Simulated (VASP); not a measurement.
A run of VASP 6.6.1 is set up as follows.

INCAR

```
SYSTEM = Pb
PREC = Accurate
ENCUT = 520
EDIFF = 1E-6
ISMEAR = 0
SIGMA = 0.15
LREAL = .False.
LASPH = .True.
NELM = 80
ALGO = Fast
ISIF = 2
LWAVE = .False.
LCHARG = .True.
LELF = .True.
LVHAR = .True.
NBANDS = 13
```

KPOINTS

```
Automatic mesh
0
Gamma
  18 18 18
  0 0 0
```

Contents of POSCAR:

```
Pb
1.0
   -1.8780660323      1.9809737601      1.9809737601
    1.9809737601     -1.8780660323      1.9809737601
    1.9809737601      1.9809737601     -1.8780660323
Pb
1
Direct
    0.0000000000      0.0000000000      0.0000000000
```

Potentials or basis: VASP PAW LDA potentials, release 64 (Pb_d).

The run is started by

```bash
$ cat potpaw_LDA.64/Pb_d/POTCAR > POTCAR
$ mpirun -np 1 vasp_std > vasp.out
```

Q: What does it give for the pressure?

A: -2.7 GPa.

Q: Estimate the band gap on the k mesh.

A: Zero (band 7 reaches 13.31 eV, above the bottom of band 8 at 4.73 eV).

Stress tensor (GPa, compression positive):
```
-2.72 -0.61 -0.61
-0.61 -2.72 -0.61
-0.61 -0.61 -2.72
```

Caveat: spin-orbit coupling is left out, which moves the levels of the heavy elements.
